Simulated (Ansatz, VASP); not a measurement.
**One calculation of BN, two programs**

```
B N
1.0
     0.05423    1.83461    1.83461
     1.83461    0.05423    1.83461
     1.83461    1.83461    0.05423
B N
1 1
Direct
  0.00000 0.00000 0.00000
  0.75000 0.75000 0.75000
```

Change from the starting cell: equal xy, yz and zx shear strains of +3 %, PAW files.

Alike in both runs: task electric field gradients; functional PBEsol; k mesh 13 × 13 × 13; occupations fermi-dirac, width 0.03 eV; no spin polarisation.

|  | VASP | Ansatz |
| --- | --- | --- |
| version | VASP 6.6.1 | Ansatz 0.2.0 |
| potentials or method | VASP PAW PBE potentials, release 64 (B, N) | PAW with Ansatz's default frozen-core files, scalar-relativistic |
| plane-wave cutoff (eV) | 520 | 420 |
| valence electrons in the cell | 8 | 8 |

```tsv
	VASP	Ansatz	Ansatz less VASP
gap on the k mesh at the Fermi level (eV)	4.23	4.24	+0.011
pressure (GPa)	-1.1	-1.7	-0.60
traceless stress, the component that is largest in VASP (GPa)	-13.23	-13.11	+0.120
rms of the force components (eV/Å)	0.013	0.006	-0.0071
size of Vzz on the site where it differs most (V/Å²)	3.6	3.2	-0.44
```

VASP's potentials were made for PBE, not for PBEsol. Atom by atom the forces differ by 0.007 eV/Å (rms over components).
